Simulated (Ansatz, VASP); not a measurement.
**Ga5N6: VASP beside Ansatz**

```xyz
11
Lattice="3.1807 0.0000 0.0000 0.0000 3.1807 0.0000 0.0000 0.0000 14.2456" Properties=species:S:1:pos:R:3 pbc="T T T"
N     0.0000    1.5904    1.5000
N     1.5904    0.0000    3.7491
N     0.0000    1.5904    5.9982
N     1.5904    0.0000    8.2473
N     0.0000    1.5904   10.4965
N     1.5904    0.0000   12.7456
Ga    1.5904    1.5904    2.6246
Ga    0.0000    0.0000    4.8737
Ga    1.5904    1.5904    7.1228
Ga    0.0000    0.0000    9.3719
Ga    1.5904    1.5904   11.6210
```

Alike in both runs: task single point; functional PBEsol; k mesh 8 × 8 × 1; occupations gaussian, width 0.05 eV; no spin polarisation.

|  | VASP | Ansatz |
| --- | --- | --- |
| version | VASP 6.6.1 | Ansatz 0.2.0 |
| potentials or method | VASP PAW PBE potentials, release 64 (N, Ga_d), cutoff 520 eV | scalar-relativistic, plane waves, PAW |
| valence electrons in the cell | 95 | 95 |

```tsv
	VASP	Ansatz	Ansatz less VASP
gap on the k mesh at the Fermi level (eV)	none	none	-
rms of the force components (eV/Å)	0.569	0.563	-0.0060
```

VASP's potentials were made for PBE, not for PBEsol. A gap of «none» marks a metal or a gap that the smearing closes. With one functional, cell and mesh, what is left measures potentials, basis and numerics. Ansatz's warnings: vacuum density over bound.
